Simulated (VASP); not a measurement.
# Sn4P11 in VASP: notebook

Runs on Sn4P11. Level: PBE. Tasks: single point.

All numbers are computed with VASP 6.6.1; they aren't measurements. Logs are shortened: lines on timing, memory, paths and dates and some standing lists are left out, and cuts for length are marked.

## Step 1: The cell of the first run

The cell holds an amorphous packing of atoms, 15 atoms: a = 6.868 Å, b = 7.220 Å, c = 7.200 Å, α = 98.43°, β = 88.05°, γ = 84.45°.

## Step 2: Single point, PBE

INCAR

```
PREC = Accurate
ENCUT = 520
EDIFF = 1E-7
ISMEAR = 0
SIGMA = 0.1
LREAL = Auto
LASPH = T
NELM = 60
ALGO = Normal
ISIF = 2
LWAVE = F
LCHARG = F
GGA = PE
ISYM = 0
NBANDS = 68
```

KPOINTS

```
Automatic mesh
0
Gamma
  2 2 2
  0.5 0.5 0.5
```

POSCAR

```
Sn4P11
1.0
    6.8578815114      0.3465916153      0.1476042334
    0.3480081957      7.1920829831     -0.5357312378
    0.1178257128     -0.5300053017      7.1795831806
Sn P
4 11
Direct
    0.8351320278      0.6092010664      0.2805618144
    0.2437016824      0.0918757720      0.6465646001
    0.6890578367      0.0948969391      0.5760201543
    0.3676508860      0.4236374574      0.9580100669
    0.3965282449      0.6891159949      0.2568263748
    0.3961905859      0.4718875558      0.4429599891
    0.9802432186      0.6087182209      0.7779814363
    0.7427740281      0.2933478881      0.9059133436
    0.0873718000      0.4059603599      0.4984117938
    0.1088720195      0.0925248768      0.1762981721
    0.4272476744      0.6606824272      0.7118156681
    0.0807888289      0.9045073767      0.8903473592
    0.1148177418      0.8661771469      0.3548855053
    0.8116752110      1.0457958987      0.0505195968
    0.7235352429      0.7382783012      0.6475371454
```

Potentials or basis: VASP PAW PBE potentials, release 64 (Sn_d, P).

Run with:

```bash
$ cat potpaw_PBE.64/Sn_d/POTCAR potpaw_PBE.64/P/POTCAR > POTCAR
$ mpirun -np 1 vasp_std > vasp.out
```

OUTCAR:

```text
PREC = Accurate
   ENCUT = 520
   EDIFF = 1E-7
   ISMEAR = 0
   LREAL = Auto
   LASPH = T
   NELM = 60
   ISIF = 2
   GGA = PE
   ISYM = 0

 ion  position               nearest neighbor table
   1  0.835  0.609  0.281-  15 2.73  13 2.81   9 2.83   5 3.03
   2  0.244  0.092  0.647-  12 2.65  13 2.69   9 2.78   3 3.09   4 3.23  11 3.35
   3  0.689  0.095  0.576-   8 2.64  15 2.69   2 3.09
   4  0.368  0.424  0.958-   8 2.65  11 2.69   5 2.69   2 3.23   7 3.26
   5  0.397  0.689  0.257-   6 2.21  13 2.25   4 2.69   1 3.03
   6  0.396  0.472  0.443-   5 2.21  11 2.23   9 2.25
   7  0.980  0.609  0.778-  15 2.22  12 2.35   9 2.36   4 3.26
   8  0.743  0.293  0.906-  14 2.22   3 2.64   4 2.65
   9  0.087  0.406  0.498-   6 2.25   7 2.36   2 2.78   1 2.83
  10  0.109  0.093  0.176-  13 2.22  14 2.30  12 2.32
  11  0.427  0.661  0.712-  15 2.21   6 2.23   4 2.69  12 2.95   2 3.35
  12  0.081  0.905  0.890-  14 2.22  10 2.32   7 2.35   2 2.65  11 2.95
  13  0.115  0.866  0.355-  10 2.22   5 2.25   2 2.69   1 2.81
  14  0.812  0.046  0.051-   8 2.22  12 2.22  10 2.30
  15  0.724  0.738  0.648-  11 2.21   7 2.22   3 2.69   1 2.73

IMPORTANT INFORMATION: All symmetrisations will be switched off!
NOSYMM: (Re-)initialisation of all symmetry stuff for point group C_1.

----------------------------------------------------------------------------------------

                                     Primitive cell

  volume of cell :     351.1273

  direct lattice vectors                    reciprocal lattice vectors
     6.857881511  0.346591615  0.147604233     0.146249589 -0.007295579 -0.002938702
     0.348008196  7.192082983 -0.535731238    -0.007309641  0.140175214  0.010467860
     0.117825713 -0.530005302  7.179583181    -0.003552165  0.010609683  0.140125366

  length of vectors
     6.868220409  7.220399940  7.200083553     0.146460929  0.140755454  0.140571340

  position of ions in fractional coordinates (direct lattice)
     0.835132028  0.609201066  0.280561814
     0.243701682  0.091875772  0.646564600
     0.689057837  0.094896939  0.576020154
     0.367650886  0.423637457  0.958010067
     0.396528245  0.689115995  0.256826375
     0.396190586  0.471887556  0.442959989
     0.980243219  0.608718221  0.777981436
     0.742774028  0.293347888  0.905913344
     0.087371800  0.405960360  0.498411794
     0.108872019  0.092524877  0.176298172
     0.427247674  0.660682427  0.711815668
     0.080788829  0.904507377  0.890347359
     0.114817742  0.866177147  0.354885505
     0.811675211  0.045795899  0.050519597
     0.723535243  0.738278301  0.647537145

  ion indices of the primitive-cell ions
   primitive index   ion index
                 1           1
                 2           2
                 3           3
                 4           4
                 5           5
                 6           6
                 7           7
                 8           8
                 9           9
                10          10
                11          11
                12          12
                13          13
                14          14
                15          15

----------------------------------------------------------------------------------------

 KPOINTS: Automatic mesh

Automatic generation of k-mesh.
 Grid dimensions read from file:
 generate k-points for:    2    2    2

 Generating k-lattice:

  Cartesian coordinates                     Fractional coordinates (reciprocal lattice)
     0.073124794 -0.003647790 -0.001469351     0.500000000  0.000000000  0.000000000
    -0.003654821  0.070087607  0.005233930    -0.000000000  0.500000000 -0.000000000
    -0.001776082  0.005304841  0.070062683    -0.000000000  0.000000000  0.500000000

  Length of vectors
     0.073230464  0.070377727  0.070285670

  Shift w.r.t. Gamma in fractional coordinates (k-lattice)
     0.500000000  0.500000000  0.500000000

 Subroutine IBZKPT returns following result:
 ===========================================

 Found      4 irreducible k-points:

 Following reciprocal coordinates:
            Coordinates               Weight
  0.250000  0.250000  0.250000      2.000000
 -0.250000  0.250000  0.250000      2.000000
  0.250000 -0.250000  0.250000      2.000000
 -0.250000 -0.250000  0.250000      2.000000
   k-points           NKPTS =      4   k-points in BZ     NKDIM =      4   number of bands    NBANDS=     68
   number of dos      NEDOS =    301   number of ions     NIONS =     15
   total plane-waves  NPLWV = 157464
   dimension x,y,z NGX =    54 NGY =   54 NGZ =   54
   dimension x,y,z NGXF=   108 NGYF=  108 NGZF=  108
   ions per type =               4  11
   NGX,Y,Z   is equivalent  to a cutoff of  13.07, 12.43, 12.47 a.u.
   NGXF,Y,Z  is equivalent  to a cutoff of  26.14, 24.87, 24.94 a.u.
 SYSTEM =  unknown system
   PREC   = accura    normal or accurate (medium, high low for compatibility)
   ISTART =      0    job   : 0-new  1-cont  2-samecut
   ICHARG =      2    charge: 1-file 2-atom 10-const
   ISPIN  =      1    spin polarized calculation?
   LNONCOLLINEAR =      F non collinear calculations
   LSORBIT =      F    spin-orbit coupling
   LASPH  =      T    aspherical Exc in radial PAW
   ENCUT  =  520.0 eV  38.22 Ry    6.18 a.u.  12.77 13.43 13.39*2*pi/ulx,y,z
   NELM   =     60;   NELMIN=  2; NELMDL= -5     # of ELM steps
   EDIFF  = 0.1E-06   stopping-criterion for ELM
   LREAL  =      T    real-space projection
   EDIFFG = 0.1E-05   stopping-criterion for IOM
   NSW    =      0    number of steps for IOM
   IBRION =     -1    ionic relax: 0-MD 1-quasi-New 2-CG
   NFREE  =      0    steps in history (QN), initial steepest desc. (CG)
   ISIF   =      2    stress and relaxation
   ISYM   =      0    0-nonsym 1-usesym 2-fastsym
   POTIM  = 0.5000    time-step for ionic-motion
   TEBEG  =    0.0;   TEEND  =   0.0 temperature during run
   PSTRESS=    0.0 pullay stress
   NELECT =     111.0000    total number of electrons
   NUPDOWN=      -1.0000    fix difference up-down
   EMIN   =  10.00;   EMAX   =-10.00  energy-range for DOS
   EFERMI =   0.00;   METHOD = LEGACY
   ISMEAR =     0;   SIGMA  =   0.10  broadening in eV -4-tet -1-fermi 0-gaus
   EFERMI_NEDOS =   21; number of points for ismear=-14 and -15
   IALGO  =     38    algorithm
   IMIX   =      4    mixing-type and parameters
     AMIX     =   0.40;   BMIX     =  1.00
     AMIX_MAG =   1.60;   BMIX_MAG =  1.00
  volume/ion in A,a.u.               =      23.41       157.97
  Fermi-wavevector in a.u.,A,eV,Ry     =   1.115221  2.107462 16.921812  1.243718
  Thomas-Fermi vector in A             =   2.251824
   LORBIT       =      0    0 simple, 1 ext, 2 COOP (PROOUT), +10 PAW based schemes
   GGA     = PE    functional components
   LHFCALC =     F    Hartree Fock is set to
   AEXX    =    0.0000 exact exchange contribution
   IVDW    =     0    specifies the selected vdW correction
   LEPSILON=     F    determine dielectric tensor
   LRPA    =     F    only Hartree local field effects (RPA)
 non-spin polarized calculation
 Gauss-broadening in eV      SIGMA  =   0.10
  energy-cutoff  :      520.00
  volume of cell :      351.13
 maximum number of plane-waves:      9461
 NGX is ok and might be reduce to    54
   NGX = 25   NGY = 27   NGZ = 27

 number of electron     110.9999994 magnetization

 Free energy of the ion-electron system (eV)
  ---------------------------------------------------
  ext. energy  EPLUGINS =         0.00000000
  ---------------------------------------------------
  free energy    TOTEN  =       -72.81136730 eV

  energy without entropy =      -72.81134609  energy(sigma->0) =      -72.81135670

 E-fermi :   5.9842     XC(G=0):  -9.4392

 val. band max:        5.7159369857   @ k =  -0.2500   0.2500   0.2500
 cond. band min:       6.2524825099   @ k =   0.2500  -0.2500   0.2500
 fundamental gap:      0.5365455242
 Fermi energy:         5.9841985040

 k-point     1 :       0.2500    0.2500    0.2500
  band No.  band energies     occupation
      1     -15.8617      2.00000
      2     -15.8411      2.00000
      3     -15.8299      2.00000
      4     -15.8204      2.00000
      5     -15.7994      2.00000
      6     -15.7303      2.00000
[... 59 lines left out ...]
     66       8.7472      0.00000
     67       8.8426      0.00000

 k-point     2 :      -0.2500    0.2500    0.2500
  band No.  band energies     occupation
      1     -15.8617      2.00000
      2     -15.8411      2.00000
      3     -15.8299      2.00000
      4     -15.8204      2.00000
      5     -15.7994      2.00000
      6     -15.7303      2.00000
[... 59 lines left out ...]
     66       8.7414      0.00000
     67       8.7947      0.00000

 k-point     3 :       0.2500   -0.2500    0.2500
  band No.  band energies     occupation
      1     -15.8619      2.00000
      2     -15.8411      2.00000
      3     -15.8299      2.00000
      4     -15.8204      2.00000
      5     -15.7994      2.00000
      6     -15.7303      2.00000
[... 59 lines left out ...]
     66       8.6612      0.00000
     67       8.7864      0.00000

 k-point     4 :      -0.2500   -0.2500    0.2500
  band No.  band energies     occupation
      1     -15.8619      2.00000
      2     -15.8411      2.00000
      3     -15.8299      2.00000
      4     -15.8204      2.00000
      5     -15.7994      2.00000
      6     -15.7303      2.00000
[... 59 lines left out ...]
     66       8.6622      0.00000
     67       8.8672      0.00000
 [bands above 67 left out]

------------------------ aborting loop because EDIFF is reached ----------------------------------------

  FORCE on cell =-STRESS in cart. coord.  units (eV):
  Direction    XX          YY          ZZ          XY          YZ          ZX
  --------------------------------------------------------------------------------------
  -------------------------------------------------------------------------------------
  Total       -0.2678789     -0.0570812     -0.1188655      0.2179587     -0.0142746      0.0119339
  in kB       -1.2223191     -0.2604590     -0.5423779      0.9945353     -0.0651342      0.0544539
  external PRESSURE =      -0.6750520 kB  Pullay stress =       0.0000000 kB

 VOLUME and BASIS-vectors are now :
 -----------------------------------------------------------------------------
  energy-cutoff  :      520.00
  volume of cell :      351.13
      direct lattice vectors                 reciprocal lattice vectors
     6.857881511  0.346591615  0.147604233     0.146249589 -0.007295579 -0.002938702
     0.348008196  7.192082983 -0.535731238    -0.007309641  0.140175214  0.010467860
     0.117825713 -0.530005302  7.179583181    -0.003552165  0.010609683  0.140125366

 POSITION                                       TOTAL-FORCE (eV/Angst)
 -----------------------------------------------------------------------------------
      5.97230      4.52218      1.81122         0.003535     -0.008069      0.013668
      1.77943      0.40256      4.62882         0.006832     -0.007265      0.012740
      4.82637      0.61603      4.18645        -0.004928      0.015365      0.003976
      2.78161      2.66651      6.70542         0.019083     -0.000498     -0.001193
      2.98942      4.95749      1.53325        -0.031544      0.007370      0.007012
      2.93344      3.29640      2.98594        -0.020483      0.018715      0.036120
      7.02590      4.30536      5.40416        -0.036962      0.018848     -0.028075
      5.30268      1.88708      6.45656        -0.005541     -0.036750      0.010253
      0.79919      2.68582      3.37380         0.013060      0.016792      0.003754
      0.79960      0.60974      1.23225        -0.026066     -0.048310     -0.013827
      3.24381      4.52250      4.81966         0.025578     -0.014478     -0.028632
      0.97372      6.06140      5.91967        -0.039235      0.008713      0.024655
      1.13066      6.08132      2.10084         0.014206      0.021345     -0.045795
      5.58826      0.58391      0.45798         0.064241      0.035646     -0.019447
      5.29514      5.21733      4.36032         0.018225     -0.027423      0.024790
 -----------------------------------------------------------------------------------
    total drift:                               -0.011430      0.010681      0.015640

  FREE ENERGIE OF THE ION-ELECTRON SYSTEM (eV)
  ---------------------------------------------------
  free  energy   TOTEN  =       -72.8113673040 eV

  energy  without entropy=      -72.8113460944  energy(sigma->0) =      -72.81135670
```

Wall time 88 s (1 thread of Intel Xeon 6975P-C (Granite Rapids), shared host); peak memory 0.38 GiB.

Results:

* Free energy: -72.8114 eV
* Pressure: -0.1 GPa
* Largest force: 0.076 eV/Å

Forces in eV/Å, atoms in the order of the input:
```
Sn   0.004 -0.008  0.014
Sn   0.007 -0.007  0.013
Sn  -0.005  0.015  0.004
Sn   0.019  0.000 -0.001
P   -0.032  0.007  0.007
P   -0.020  0.019  0.036
P   -0.037  0.019 -0.028
P   -0.006 -0.037  0.010
P    0.013  0.017  0.004
P   -0.026 -0.048 -0.014
P    0.026 -0.014 -0.029
P   -0.039  0.009  0.025
P    0.014  0.021 -0.046
P    0.064  0.036 -0.019
P    0.018 -0.027  0.025
```

Caveat: the k points lie up to 0.46 Å⁻¹ apart; spin-orbit coupling is left out, which moves the levels of the heavy elements.

## Step 3: Single point, PBE

This run uses another cell than the first one, of 21.40 Å³/atom, 0.914 times its volume.

INCAR

```
SYSTEM = Sn4P11
  PREC = Accurate
  ENCUT = 520
  EDIFF = 1E-6
  ISMEAR = -1
  SIGMA = 0.2585
  LREAL = Auto
  LASPH = .True.
  NELM = 60
  ALGO = Normal
  ISIF = 2
  LWAVE = .False.
  LCHARG = .True.
  GGA = PE
  LELF = .True.
  LVHAR = .True.
  ISYM = 0
  NBANDS = 68
```

KPOINTS

```
Automatic mesh
0
Gamma
  1 1 1
  0.25 0.25 0.25
```

POSCAR

```
Sn4P11
1.0
    6.9109540000     -0.1477090000      0.0559190000
   -0.1477090000      6.8279300000     -0.2761220000
    0.0559190000     -0.2761220000      6.8173210000
Sn P
4 11
Direct
    0.8262596784      0.4542169059     -0.0837229660
    0.3546746888      1.0339082389      0.4520662525
    0.9718573335      0.1781185035      0.5316150064
    0.4263194547      0.3892238976      0.7409598174
    0.3775170551      0.3379283829      0.1879157641
    0.6424863483      0.7440826059      0.5786244161
    0.0721486426      0.5062576053      0.6020110220
    0.6056782832      0.6855106478      0.2752970921
    0.7735400170      0.4176447669      0.2982066305
    0.1326000876      0.1447109268      0.1071549963
    0.7805363633      0.9748459771      0.7674247124
    0.1402489973      0.9978185642      0.7995388620
    0.2100316384      0.8289624371      0.0466964966
    0.6768129670      0.1650157623      0.1590699306
    0.0355348526      0.7492783436      0.3584367175
```

Potentials or basis: VASP PAW PBE potentials, release 64 (Sn_d, P).

Run with:

```bash
$ cat potpaw_PBE.64/Sn_d/POTCAR potpaw_PBE.64/P/POTCAR > POTCAR
$ mpirun -np 1 vasp_std > vasp.out
```

Run time: 32 s. Hardware: 1 thread of Intel Xeon 6975P-C (Granite Rapids), shared host; peak memory 0.35 GiB.

The run converged. Its results:

| Quantity | Value |
| --- | --- |
| Free energy | -67.9797 eV |
| Pressure | 5.7 GPa |
| Largest force | 3.461 eV/Å |

Forces in eV/Å, atoms in the order of the input:
```
Sn  -0.137  0.585  0.114
Sn   1.092 -1.366 -0.048
Sn  -1.701 -1.100 -1.820
Sn   0.143  0.852  0.524
P    1.217  0.191 -0.603
P   -0.571 -0.680  1.512
P    1.321  3.177  0.376
P    0.624 -0.450 -1.341
P    1.287  2.606  1.330
P   -0.516 -0.586 -0.583
P   -0.370  0.519  0.536
P   -0.386 -1.071  0.233
P    0.387 -0.402  0.872
P   -2.352 -1.858 -1.302
P   -0.039 -0.418  0.201
```

Stress tensor (GPa, compression positive):
```
3.93 3.83 4.15
3.83 6.03 3.89
4.15 3.89 7.00
```

Levels at points of the mesh, in eV from the Fermi level:
```tsv
k point	band 54	band 55	band 56	band 57	band 58	band 59
(0.25, 0.25, 0.25)	-0.60	-0.17	-0.08	0.33	0.53	0.88
```

Caveat: the k points lie up to 0.92 Å⁻¹ apart; spin-orbit coupling is left out, which moves the levels of the heavy elements.

[end of part 1 of 2]
